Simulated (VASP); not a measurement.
# TiC (dpbe) (Fm-3m) in VASP: vibrations by perturbation theory with PBE

Aim: the vibrations by perturbation theory of TiC (dpbe) with PBE.

Program: VASP 6.6.1. These are calculated values, not measurements. Logs are shortened: lines on timing, memory, paths and dates and some standing lists are left out, and cuts for length are marked.

## (1) The cell of the first run

Symmetry: Fm-3m, No. 225, cubic system. Conventional cell: a = 4.333 Å, b = 4.333 Å, c = 4.333 Å, α = 90.00°, β = 90.00°, γ = 90.00°. Ti (site symmetry m-3m) has 6 C at 2.17 Å within 2.9 Å. Within 2.9 Å of C (site symmetry m-3m) lie 6 Ti at 2.17 Å.

## (2) Vibrations by perturbation theory, PBE

Contents of INCAR:

```
PREC = Accurate
ENCUT = 520
EDIFF = 1E-8
ISMEAR = -1
SIGMA = 0.15
LREAL = F
LASPH = T
NELM = 100
ALGO = Normal
ISIF = 2
LWAVE = F
LCHARG = F
GGA = PE
NBANDS = 15
IBRION = 8
NSW = 1
```

Contents of KPOINTS:

```
regular mesh
0
Gamma
  16 16 16
```

Contents of POSCAR:

```
TiC
1.0
    0.0000000000      2.1664745110      2.1664745110
    2.1664745110      0.0000000000      2.1664745110
    2.1664745110      2.1664745110      0.0000000000
Ti C
1 1
Direct
    0.0000000000      0.0000000000      0.0000000000
    0.5000000000      0.5000000000      0.5000000000
```

Potentials or basis: VASP PAW PBE potentials, release 64 (Ti_sv, C).

Run with:

```sh
> cat potpaw_PBE.64/Ti_sv/POTCAR potpaw_PBE.64/C/POTCAR > POTCAR
> mpirun -np 1 vasp_std > vasp.out
```

OUTCAR:

```text
PREC = Accurate
   ENCUT = 520
   EDIFF = 1E-8
   ISMEAR = -1
   LREAL = F
   LASPH = T
   NELM = 100
   ISIF = 2
   GGA = PE
   IBRION = 8
   NSW = 1

 ion  position               nearest neighbor table
   1  0.000  0.000  0.000-   2 2.17   2 2.17   2 2.17   2 2.17   2 2.17   2 2.17
   2  0.500  0.500  0.500-   1 2.17   1 2.17   1 2.17   1 2.17   1 2.17   1 2.17

  LATTYP: Found a face centered cubic cell.
 ALAT       =     4.3329490220

  Lattice vectors:

 A1 = (   0.0000000000,   2.1664745110,   2.1664745110)
 A2 = (   2.1664745110,   0.0000000000,   2.1664745110)
 A3 = (   2.1664745110,   2.1664745110,   0.0000000000)

Analysis of symmetry for initial positions (statically):
=====================================================================
 Subroutine PRICEL returns:
 Original cell was already a primitive cell.

 Routine SETGRP: Setting up the symmetry group for a
 face centered cubic supercell.

 Subroutine GETGRP returns: Found 48 space group operations
 (whereof 48 operations were pure point group operations)
 out of a pool of 48 trial point group operations.

The static configuration has the point symmetry O_h .

Analysis of symmetry for dynamics (positions and initial velocities):
=====================================================================
 Subroutine PRICEL returns:
 Original cell was already a primitive cell.

 Routine SETGRP: Setting up the symmetry group for a
 face centered cubic supercell.

 Subroutine GETGRP returns: Found 48 space group operations
 (whereof 48 operations were pure point group operations)
 out of a pool of 48 trial point group operations.

The dynamic configuration has the point symmetry O_h .

 Subroutine INISYM returns: Found 48 space group operations
 (whereof 48 operations are pure point group operations),
 and found     1 'primitive' translations

----------------------------------------------------------------------------------------

                                     Primitive cell

  volume of cell :      20.3372

  direct lattice vectors                    reciprocal lattice vectors
     0.000000000  2.166474511  2.166474511    -0.230789699  0.230789699  0.230789699
     2.166474511  0.000000000  2.166474511     0.230789699 -0.230789699  0.230789699
     2.166474511  2.166474511  0.000000000     0.230789699  0.230789699 -0.230789699

  length of vectors
     3.063857636  3.063857636  3.063857636     0.399739484  0.399739484  0.399739484

  position of ions in fractional coordinates (direct lattice)
     0.000000000  0.000000000  0.000000000
     0.500000000  0.500000000  0.500000000

  ion indices of the primitive-cell ions
   primitive index   ion index
                 1           1
                 2           2

----------------------------------------------------------------------------------------

 KPOINTS: regular mesh

Automatic generation of k-mesh.
 Grid dimensions read from file:
 generate k-points for:   16   16   16

 Generating k-lattice:

  Cartesian coordinates                     Fractional coordinates (reciprocal lattice)
    -0.014424356  0.014424356  0.014424356     0.062500000  0.000000000  0.000000000
     0.014424356 -0.014424356  0.014424356     0.000000000  0.062500000  0.000000000
     0.014424356  0.014424356 -0.014424356     0.000000000  0.000000000  0.062500000

  Length of vectors
     0.024983718  0.024983718  0.024983718

  Shift w.r.t. Gamma in fractional coordinates (k-lattice)
     0.000000000  0.000000000  0.000000000

 Subroutine IBZKPT returns following result:
 ===========================================

 Found    145 irreducible k-points:

 Following reciprocal coordinates:
            Coordinates               Weight
[... 75 lines left out ...]
  energy-cutoff  :      520.00
  volume of cell :       20.34
 maximum number of plane-waves:       568
   NGX = 11   NGY = 11   NGZ = 11

--------------------------------------- Ionic step        1  -------------------------------------------

 number of electron      16.0000000 magnetization

 Free energy of the ion-electron system (eV)
  ---------------------------------------------------
  ext. energy  EPLUGINS =         0.00000000
  ---------------------------------------------------
  free energy    TOTEN  =       -18.72086317 eV

  energy without entropy =      -18.69591163  energy(sigma->0) =      -18.70838740

 E-fermi :   9.3962     XC(G=0): -12.6926

 val. band max:        9.3759894511   @ k =  -0.0625   0.0625   0.0000
 cond. band min:       9.3967550816   @ k =   0.1250   0.1250   0.0000
 fundamental gap:      0.0207656306
 Fermi energy:         9.3962438527

 k-point     1 :       0.0000    0.0000    0.0000
  band No.  band energies     occupation
      1     -47.1893      2.00000
      2     -23.2141      2.00000
      3     -23.2141      2.00000
      4     -23.2141      2.00000
      5      -2.9933      2.00000
      6      10.0947      0.01883
      7      10.0947      0.01883
      8      10.0947      0.01883
      9      11.0738      0.00003
     10      11.0738      0.00003
     11      11.0738      0.00003
     12      11.1124      0.00002
     13      11.1124      0.00002
     14      19.8656      0.00000
[... 401 lines left out ...]
      2     -23.2606      2.00000
      3     -23.2270      2.00000
      4     -23.2153      2.00000
      5      -2.7604      2.00000
      6       9.1825      1.61216
      7       9.3681      1.09359
      8       9.3760      1.06741
      9      10.2052      0.00906
     10      10.7789      0.00020
     11      11.6636      0.00000
     12      12.2203      0.00000
     13      13.0813      0.00000
     14      20.2734      0.00000
     15      23.4963      0.00000

 [... further k-points ...]
[... 5 lines left out ...]
  --------------------------------------------------------------------------------------
  -------------------------------------------------------------------------------------
  Total        0.0372751      0.0372751      0.0372751      0.0000000      0.0000000     -0.0000000
  in kB        2.9365604      2.9365604      2.9365604      0.0000000      0.0000000     -0.0000000
  external PRESSURE =       2.9365604 kB  Pullay stress =       0.0000000 kB

 VOLUME and BASIS-vectors are now :
 -----------------------------------------------------------------------------
  energy-cutoff  :      520.00
  volume of cell :       20.34
      direct lattice vectors                 reciprocal lattice vectors
     0.000000000  2.166474511  2.166474511    -0.230789699  0.230789699  0.230789699
     2.166474511  0.000000000  2.166474511     0.230789699 -0.230789699  0.230789699
     2.166474511  2.166474511  0.000000000     0.230789699  0.230789699 -0.230789699

 POSITION                                       TOTAL-FORCE (eV/Angst)
 -----------------------------------------------------------------------------------
      0.00000      0.00000      0.00000        -0.000000      0.000000      0.000000
      2.16647      2.16647      2.16647         0.000000      0.000000      0.000000
 -----------------------------------------------------------------------------------
    total drift:                                0.000000     -0.000000     -0.000000

  FREE ENERGIE OF THE ION-ELECTRON SYSTEM (eV)
  ---------------------------------------------------
  free  energy   TOTEN  =       -18.7208631692 eV

  energy  without entropy=      -18.6959116328  energy(sigma->0) =      -18.70838740

[... ionic steps 2 to 3 ...]

--------------------------------------- Ionic step        4  -------------------------------------------

------------------------ aborting loop because EDIFF is reached ----------------------------------------

[... ionic steps 5 to 6 ...]

--------------------------------------- Ionic step        7  -------------------------------------------

 Free energy of the ion-electron system (eV)
  ---------------------------------------------------
  ---------------------------------------------------
  free energy    TOTEN  =        -0.11883379 eV

  energy without entropy =       -0.11883379

------------------------ aborting loop because EDIFF is reached ----------------------------------------

 INTERNAL STRAIN TENSOR  FOR ION    2  DIRECTION 1   (eV/Angst):
 -----------------------------------------------------------------------------
    -0.01085 -0.00000  0.00000
     0.00000  0.00450  0.00000
     0.00000  0.00000  0.00450

 INTERNAL STRAIN TENSOR FOR ION    2 for displacements in x,y,z  (eV/Angst):
          X           Y           Z          XY          YZ          ZX
  --------------------------------------------------------------------------------
  x     0.00000     0.00000     0.00000     0.00000     0.00000     0.00000
  y     0.00000     0.00000     0.00000     0.00000     0.00000     0.00000
  z     0.00000     0.00000     0.00000     0.00000     0.00000     0.00000

 SECOND DERIVATIVES (NOT SYMMETRIZED)
 ------------------------------------
               1X          1Y          1Z          2X          2Y          2Z
  1X    -9.382971    0.000000    0.000000    9.382971    0.000000    0.000000
  1Y     0.000000   -9.382971    0.000000    0.000000    9.382971    0.000000
  1Z     0.000000    0.000000   -9.382971    0.000000    0.000000    9.382971
  2X     9.376389    0.000000    0.000000   -9.376389    0.000000    0.000000
  2Y     0.000000    9.376389    0.000000    0.000000   -9.376389    0.000000
  2Z     0.000000    0.000000    9.376389    0.000000    0.000000   -9.376389

 Eigenvectors and eigenvalues of the dynamical matrix
 ----------------------------------------------------

   1 f  =   15.449458 THz    97.071806 2PiTHz  515.338442 cm-1    63.893795 meV
             X         Y         Z           dx          dy          dz
      0.000000  0.000000  0.000000     0.000000    0.447951    0.000000
      2.166475  2.166475  2.166475     0.000000   -0.894058    0.000000
[... 21 lines left out ...]
   6 f/i=    0.002171 THz     0.013639 2PiTHz    0.072410 cm-1     0.008978 meV
             X         Y         Z           dx          dy          dz
      0.000000  0.000000  0.000000     0.000000    0.000000    0.894058
      2.166475  2.166475  2.166475     0.000000    0.000000    0.447951

--------------------------------------------------------------------------------------------------------

 ELASTIC MODULI CONTR FROM IONIC RELAXATION (kBar)
 Direction    XX          YY          ZZ          XY          YZ          ZX
 --------------------------------------------------------------------------------
 XX           0.0000      0.0000      0.0000      0.0000      0.0000      0.0000
 YY           0.0000      0.0000      0.0000      0.0000      0.0000      0.0000
 ZZ           0.0000      0.0000      0.0000      0.0000      0.0000      0.0000
 XY           0.0000      0.0000      0.0000      0.0000      0.0000      0.0000
 YZ           0.0000      0.0000      0.0000      0.0000      0.0000      0.0000
 ZX           0.0000      0.0000      0.0000      0.0000      0.0000      0.0000
 --------------------------------------------------------------------------------
```

Run time: 4.1 min. Hardware: 1 thread of Intel Xeon Platinum 8375C at 2.90GHz (Ice Lake), shared host; peak memory 0.37 GiB.

What came out:

* Highest phonon frequency at Γ, LO-TO splitting left out: 515 cm⁻¹

Phonon frequencies in cm⁻¹ (negative: imaginary):
```
              q point        frequencies
(0.000, 0.000, 0.000)  0 0 0 515 515 515
```
